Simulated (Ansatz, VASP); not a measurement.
## Two plane-wave programs on TaN

File INCAR:

```
SYSTEM = TaN
PREC     = Accurate       ! precision mode
ENCUT    = 600            ! plane-wave cutoff, eV
EDIFF    = 1E-6           ! SCF threshold, eV
ISMEAR   = 0              ! smearing method
SIGMA    = 0.15           ! smearing width, eV
LREAL    = .FALSE.        ! projectors in reciprocal space
LASPH    = .TRUE.         ! aspherical terms in the spheres
NELM     = 120            ! most SCF steps
ALGO     = Normal         ! electronic algorithm
ISIF     = 2              ! what is computed and relaxed
LWAVE    = .FALSE.        ! write WAVECAR
LCHARG   = .FALSE.        ! write CHGCAR
NBANDS   = 16             ! bands
GGA_COMPAT= .FALSE.
```

KPOINTS

```
regular mesh
0
G
  18 18 18
  0 0 0
```

File POSCAR:

```
TaN
1.0
    0.0000000000      2.1375325951      2.1375325951
    2.1375325951      0.0000000000      2.1375325951
    2.1375325951      2.1375325951      0.0000000000
Ta N
1 1
Direct
    0.4978278253      0.5021721747      0.5021721747
    0.0280609990     -0.0280609990     -0.0280609990
```

Input for Ansatz:

```yaml
crystal:
  lattice:
    - [0.0, 2.1375325951, 2.1375325951]
    - [2.1375325951, 0.0, 2.1375325951]
    - [2.1375325951, 2.1375325951, 0.0]
  atoms:
    - { symbol: Ta, position: [0.4978278253, 0.5021721747, 0.5021721747] }
    - { symbol: "N", position: [0.028060999, -0.028060999, -0.028060999] }
basis:
  ecutwfc: 520.0
kpoints:
  mp_grid: { grid: [18, 18, 18] }
hamiltonian:
  xc: lda
  pseudopotentials: { kind: paw, azcp: { folder: soft_1 } }
scf:
  occupations: { method: gaussian, width: 0.15 }
output:
  forces: true
  stress: true
  eigenvalues: true
```

Change from the starting cell: mode 4 frozen in at -0.122 Å, equal normal strain along x, y and z -0.0167.

Alike in both runs: task single point; functional LDA; k mesh 18 × 18 × 18; occupations gaussian, width 0.15 eV; no spin polarisation.

|  | VASP | Ansatz |
| --- | --- | --- |
| version | VASP 6.6.1 | Ansatz 0.2.0 |
| potentials or method | VASP PAW LDA potentials, release 64 (Ta_sv_GW, N), cutoff 600 eV | scalar-relativistic, plane waves, PAW |
| valence electrons in the cell | 18 | 18 |

Ansatz gave:

* gap on the k mesh at the Fermi level (eV): none
* pressure (GPa): 24.9
* traceless stress, the component that is largest in VASP (GPa): 7.51
* rms of the force components (eV/Å): 0.964

Problem. Which values does VASP return?

Solution. gap on the k mesh at the Fermi level (eV): none; pressure (GPa): 26.7; traceless stress, the component that is largest in VASP (GPa): 7.61; rms of the force components (eV/Å): 0.978.

Ansatz warns that its potentials were made for another functional, while VASP's fit it. LDA's correlation is that of Perdew and Zunger in VASP and of Perdew and Wang (1992) in Ansatz. Atom by atom the forces differ by 0.014 eV/Å (rms over components). A gap of «none» marks a metal or a gap that the smearing closes.

Neither program's run includes spin-orbit coupling.
